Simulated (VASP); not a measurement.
# HgS (F-43m) in VASP: relaxation of cell and atoms with PBE

Aim: the relaxation of cell and atoms of HgS with PBE.

Program: VASP 6.6.1. These are calculated values, not measurements. Logs are shortened: lines on timing, memory, paths and dates and some standing lists are left out, and cuts for length are marked.

## Step 1: The cell of the first run

Symmetry: F-43m, No. 216, cubic system. Conventional cell: a = 5.858 Å, b = 5.858 Å, c = 5.858 Å, α = 90.00°, β = 90.00°, γ = 90.00°. Hg (site symmetry -43m) has 4 S at 2.54 Å within 3.3 Å. Within 3.3 Å of S (site symmetry -43m) lie 4 Hg at 2.54 Å.

## Step 2: Relaxation of cell and atoms, PBE

The input, INCAR:

```
ALGO = Normal
EDIFF = 1E-7
EDIFFG = -0.005
ENCUT = 550
GGA = PE
GGA_COMPAT = F
IBRION = 2
ISIF = 3
ISMEAR = 0
LASPH = T
LCHARG = F
LREAL = F
LWAVE = F
NELM = 120
NELMIN = 4
NSW = 100
PREC = Accurate
SIGMA = 0.1
```

The input, KPOINTS:

```
k-points
0
Gamma
  12 12 12
```

The input, POSCAR:

```
HgS
1.0
    0.0000000000      2.9289995691      2.9289995691
    2.9289995691      0.0000000000      2.9289995691
    2.9289995691      2.9289995691      0.0000000000
Hg S
1 1
Direct
    0.0000000000      0.0000000000      0.0000000000
    0.7500000000      0.7500000000      0.7500000000
```

Potentials or basis: VASP PAW PBE potentials, release 64 (Hg_sv_GW, S).

Launch:

```console
$ cat potpaw_PBE.64/Hg_sv_GW/POTCAR potpaw_PBE.64/S/POTCAR > POTCAR
$ mpirun -np 1 vasp_std > vasp.out
```

OUTCAR:

```text
EDIFF = 1E-7
   EDIFFG = -0.005
   ENCUT = 550
   GGA = PE
   IBRION = 2
   ISIF = 3
   ISMEAR = 0
   LASPH = T
   LREAL = F
   NELM = 120
   NELMIN = 4
   NSW = 100
   PREC = Accurate

 ion  position               nearest neighbor table
   1  0.000  0.000  0.000-   2 2.54   2 2.54   2 2.54   2 2.54
   2  0.750  0.750  0.750-   1 2.54   1 2.54   1 2.54   1 2.54

  LATTYP: Found a face centered cubic cell.
 ALAT       =     5.8579991382

  Lattice vectors:

 A1 = (   0.0000000000,   2.9289995691,   2.9289995691)
 A2 = (   2.9289995691,   0.0000000000,   2.9289995691)
 A3 = (   2.9289995691,   2.9289995691,   0.0000000000)

Analysis of symmetry for initial positions (statically):
=====================================================================
 Subroutine PRICEL returns:
 Original cell was already a primitive cell.

 Routine SETGRP: Setting up the symmetry group for a
 face centered cubic supercell.

 Subroutine GETGRP returns: Found 24 space group operations
 (whereof 24 operations were pure point group operations)
 out of a pool of 48 trial point group operations.

The static configuration has the point symmetry T_d .

Analysis of symmetry for dynamics (positions and initial velocities):
=====================================================================
 Subroutine PRICEL returns:
 Original cell was already a primitive cell.

 Routine SETGRP: Setting up the symmetry group for a
 face centered cubic supercell.

 Subroutine GETGRP returns: Found 24 space group operations
 (whereof 24 operations were pure point group operations)
 out of a pool of 48 trial point group operations.

The dynamic configuration has the point symmetry T_d .

 Subroutine INISYM returns: Found 24 space group operations
 (whereof 24 operations are pure point group operations),
 and found     1 'primitive' translations

----------------------------------------------------------------------------------------

                                     Primitive cell

  volume of cell :      50.2560

  direct lattice vectors                    reciprocal lattice vectors
     0.000000000  2.928999569  2.928999569    -0.170706751  0.170706751  0.170706751
     2.928999569  0.000000000  2.928999569     0.170706751 -0.170706751  0.170706751
     2.928999569  2.928999569  0.000000000     0.170706751  0.170706751 -0.170706751

  length of vectors
     4.142230915  4.142230915  4.142230915     0.295672766  0.295672766  0.295672766

  position of ions in fractional coordinates (direct lattice)
     0.000000000  0.000000000  0.000000000
     0.750000000  0.750000000  0.750000000

  ion indices of the primitive-cell ions
   primitive index   ion index
                 1           1
                 2           2

----------------------------------------------------------------------------------------

 KPOINTS: k-points

Automatic generation of k-mesh.
 Grid dimensions read from file:
 generate k-points for:   12   12   12

 Generating k-lattice:

  Cartesian coordinates                     Fractional coordinates (reciprocal lattice)
    -0.014225563  0.014225563  0.014225563     0.083333333  0.000000000  0.000000000
     0.014225563 -0.014225563  0.014225563     0.000000000  0.083333333  0.000000000
     0.014225563  0.014225563 -0.014225563     0.000000000  0.000000000  0.083333333

  Length of vectors
     0.024639397  0.024639397  0.024639397

  Shift w.r.t. Gamma in fractional coordinates (k-lattice)
     0.000000000  0.000000000  0.000000000

 Subroutine IBZKPT returns following result:
 ===========================================

 Found     72 irreducible k-points:

 Following reciprocal coordinates:
            Coordinates               Weight
  0.000000  0.000000  0.000000      1.000000
  0.083333  0.000000  0.000000      8.000000
  0.166667  0.000000  0.000000      8.000000
  0.250000  0.000000  0.000000      8.000000
  0.333333  0.000000  0.000000      8.000000
  0.416667  0.000000  0.000000      8.000000
[... 16 lines left out ...]
  0.500000  0.166667  0.000000     24.000000
 -0.416667  0.166667  0.000000     24.000000
 [... further k-points ...]
   k-points           NKPTS =     72   k-points in BZ     NKDIM =     72   number of bands    NBANDS=     17
   number of dos      NEDOS =    301   number of ions     NIONS =      2
   total plane-waves  NPLWV =  32768
   dimension x,y,z NGX =    32 NGY =   32 NGZ =   32
   dimension x,y,z NGXF=    64 NGYF=   64 NGZF=   64
   ions per type =               1   1
   NGX,Y,Z   is equivalent  to a cutoff of  12.84, 12.84, 12.84 a.u.
   NGXF,Y,Z  is equivalent  to a cutoff of  25.69, 25.69, 25.69 a.u.
 SYSTEM =  unknown system
   PREC   = accura    normal or accurate (medium, high low for compatibility)
   ISTART =      0    job   : 0-new  1-cont  2-samecut
   ICHARG =      2    charge: 1-file 2-atom 10-const
   ISPIN  =      1    spin polarized calculation?
   LNONCOLLINEAR =      F non collinear calculations
   LSORBIT =      F    spin-orbit coupling
   LASPH  =      T    aspherical Exc in radial PAW
   ENCUT  =  550.0 eV  40.42 Ry    6.36 a.u.   7.92  7.92  7.92*2*pi/ulx,y,z
   NELM   =    120;   NELMIN=  4; NELMDL= -5     # of ELM steps
   EDIFF  = 0.1E-06   stopping-criterion for ELM
   LREAL  =      F    real-space projection
   EDIFFG = -.5E-02   stopping-criterion for IOM
   NSW    =    100    number of steps for IOM
   IBRION =      2    ionic relax: 0-MD 1-quasi-New 2-CG
   NFREE  =      1    steps in history (QN), initial steepest desc. (CG)
   ISIF   =      3    stress and relaxation
   ISYM   =      2    0-nonsym 1-usesym 2-fastsym
   POTIM  = 0.5000    time-step for ionic-motion
   TEBEG  =    0.0;   TEEND  =   0.0 temperature during run
   PSTRESS=    0.0 pullay stress
   NELECT =      26.0000    total number of electrons
   NUPDOWN=      -1.0000    fix difference up-down
   EMIN   =  10.00;   EMAX   =-10.00  energy-range for DOS
   EFERMI =   0.00;   METHOD = LEGACY
   ISMEAR =     0;   SIGMA  =   0.10  broadening in eV -4-tet -1-fermi 0-gaus
   EFERMI_NEDOS =   21; number of points for ismear=-14 and -15
   IALGO  =     38    algorithm
   IMIX   =      4    mixing-type and parameters
     AMIX     =   0.40;   BMIX     =  1.00
     AMIX_MAG =   1.60;   BMIX_MAG =  1.00
  volume/ion in A,a.u.               =      25.13       169.57
  Fermi-wavevector in a.u.,A,eV,Ry     =   1.314226  2.483527 23.499838  1.727189
  Thomas-Fermi vector in A             =   2.444493
   LORBIT       =      0    0 simple, 1 ext, 2 COOP (PROOUT), +10 PAW based schemes
   GGA     = PE    functional components
   LHFCALC =     F    Hartree Fock is set to
   AEXX    =    0.0000 exact exchange contribution
   IVDW    =     0    specifies the selected vdW correction
   LEPSILON=     F    determine dielectric tensor
   LRPA    =     F    only Hartree local field effects (RPA)
 conjugate gradient relaxation of ions
 non-spin polarized calculation
 Gauss-broadening in eV      SIGMA  =   0.10
  energy-cutoff  :      550.00
  volume of cell :       50.26
 maximum number of plane-waves:      1488
   NGX = 15   NGY = 15   NGZ = 15

--------------------------------------- Ionic step        1  -------------------------------------------

 number of electron      25.9999999 magnetization

 Free energy of the ion-electron system (eV)
  ---------------------------------------------------
  ext. energy  EPLUGINS =         0.00000000
  ---------------------------------------------------
  free energy    TOTEN  =        -4.54722260 eV

  energy without entropy =       -4.54706150  energy(sigma->0) =       -4.54714205

------------------------ aborting loop because EDIFF is reached ----------------------------------------

  FORCE on cell =-STRESS in cart. coord.  units (eV):
  Direction    XX          YY          ZZ          XY          YZ          ZX
  --------------------------------------------------------------------------------------
  -------------------------------------------------------------------------------------
  Total        1.2019952      1.2019952      1.2019952     -0.0000000      0.0000000     -0.0000000
  in kB       38.3199923     38.3199923     38.3199923     -0.0000000      0.0000000     -0.0000000
  external PRESSURE =      38.3199923 kB  Pullay stress =       0.0000000 kB
[... 57 lines left out ...]
  energy  without entropy=       -4.5771800460  energy(sigma->0) =       -4.57726434

--------------------------------------- Ionic step        3  -------------------------------------------

 number of electron      25.9999994 magnetization

 Free energy of the ion-electron system (eV)
  ---------------------------------------------------
  ext. energy  EPLUGINS =         0.00000000
  ---------------------------------------------------
  free energy    TOTEN  =        -4.58285693 eV

  energy without entropy =       -4.58269039  energy(sigma->0) =       -4.58277366

 E-fermi :   3.0075     XC(G=0):  -9.1918

 val. band max:        2.9329432127   @ k =   0.0000   0.0000   0.0000
 cond. band min:       3.3933742839   @ k =   0.0833   0.0000   0.0000
 fundamental gap:      0.4604310712
 Fermi energy:         3.0075153842

 k-point     1 :       0.0000    0.0000    0.0000
  band No.  band energies     occupation
      1    -111.1902      2.00000
      2     -59.5574      2.00000
      3     -59.5574      2.00000
      4     -59.5574      2.00000
      5      -9.8780      2.00000
      6      -3.7752      2.00000
[... 9 lines left out ...]
     16       9.0584      0.00000
     17       9.0584      0.00000
[... 443 lines left out ...]
      1    -111.1901      2.00000
      2     -59.5581      2.00000
      3     -59.5576      2.00000
      4     -59.5575      2.00000
      5      -9.3597      2.00000
      6      -3.5671      2.00000
[... 9 lines left out ...]
     16       9.8967      0.00000
     17      10.1846      0.00000

 [... further k-points ...]

------------------------ aborting loop because EDIFF is reached ----------------------------------------

  FORCE on cell =-STRESS in cart. coord.  units (eV):
  Direction    XX          YY          ZZ          XY          YZ          ZX
  --------------------------------------------------------------------------------------
  -------------------------------------------------------------------------------------
  Total        0.0094512      0.0094512      0.0094512     -0.0000000     -0.0000000      0.0000000
  in kB        0.2835531      0.2835531      0.2835531     -0.0000000     -0.0000000      0.0000000
  external PRESSURE =       0.2835531 kB  Pullay stress =       0.0000000 kB
[... 17 lines left out ...]
  FREE ENERGIE OF THE ION-ELECTRON SYSTEM (eV)
  ---------------------------------------------------
  free  energy   TOTEN  =        -4.5828569264 eV

  energy  without entropy=       -4.5826903898  energy(sigma->0) =       -4.58277366

 reached required accuracy - stopping structural energy minimisation
```

Run time: 56 s. Hardware: 1 thread of Intel Xeon 6975P-C (Granite Rapids), shared host; peak memory 0.25 GiB.

What came out:

- Free energy: -4.5829 eV
- Relaxed volume: 26.70 Å³/atom
- Relaxed cell: a = 4.227 Å, b = 4.227 Å, c = 4.227 Å, α = 60.00°, β = 60.00°, γ = 60.00°
- Space group after relaxing (to 0.1 Å): F-43m (No. 216)
- Energy gained by relaxing: 17.8 meV/atom
- Ionic steps: 3
- Pressure after relaxing: 0.0 GPa
- Band gap on the k mesh: zero (filled and empty bands touch)

The path:
```csv
step,energy change (eV),largest force (eV/Å),pressure (GPa),volume (Å³)
1,0.0000,0.0000,3.83,50.26
2,-0.0301,0.0000,-1.31,54.76
3,-0.0356,0.0000,0.03,53.40
```

Final structure:
```yaml
crystal:
  lattice:
    - [0.00000, 2.98890, 2.98890]
    - [2.98890, 0.00000, 2.98890]
    - [2.98890, 2.98890, 0.00000]
  atoms:
    - { symbol: Hg, position: [0.00000, 0.00000, 0.00000] }
    - { symbol: S, position: [0.75000, 0.75000, 0.75000] }
```

Levels at points of the mesh, in eV from the Fermi level:
```tsv
k point	band 11	band 12	band 13	band 14	band 15	band 16
(0.00, 0.00, 0.00)	-0.61	-0.07	-0.07	-0.07	6.05	6.05
(0.50, 0.00, 0.00)	-5.14	-0.93	-0.93	1.50	6.72	6.74
(0.50, 0.50, 0.00)	-4.65	-2.14	-2.14	3.06	3.50	8.35
```

Caveat: semilocal functionals underestimate gaps, and a narrow one can read as zero; spin-orbit coupling is left out, which moves the levels of the heavy elements. PBE usually gives volumes a little too large and moduli too small.

The gap in the log of VASP goes by the Fermi energy; the results here count the filled bands.